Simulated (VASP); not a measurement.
Runs of VASP 6.6.1 on PbS. The structure is that of space group Fm-3m (No. 225), or close to it. The cells are those of the table. 

| cell | gap on the mesh (eV) | pressure (GPa) |
| --- | --- | --- |
| a = 4.257, b = 4.257, c = 4.193 Å, angles 60.5, 60.5, 59.0°, 2 atoms | 0.44 | 0.6 |
| a = 4.226, b = 4.226, c = 4.130 Å, angles 60.7, 60.7, 58.5°, 2 atoms | 0.31 | 2.6 |
| a = 4.288, b = 4.288, c = 4.319 Å, angles 59.8, 59.8, 60.5°, 2 atoms | 0.60 | -1.7 |
| a = 4.225, b = 4.225, c = 4.256 Å, angles 59.8, 59.8, 60.5°, 2 atoms | 0.46 | (b) |
| a = 4.225, b = 4.225, c = 4.193 Å, angles 60.2, 60.2, 59.5°, 2 atoms | 0.41 | (a) |

Alike in all rows: task single point; level PBE; potentials or basis VASP PAW PBE potentials, release 64 (Pb_d, S); no spin polarisation; k mesh 10 × 10 × 10; cutoff (eV) 520; smearing gaussian 0.03 eV.

Problem. Estimate the missing entries.

Solution. (a) 1.3; (b) 0.5.

Caveats: spin-orbit coupling is left out, which moves the levels of the heavy elements.

A k mesh can miss the band edges, and the runs leave out spin-orbit coupling on Pb.
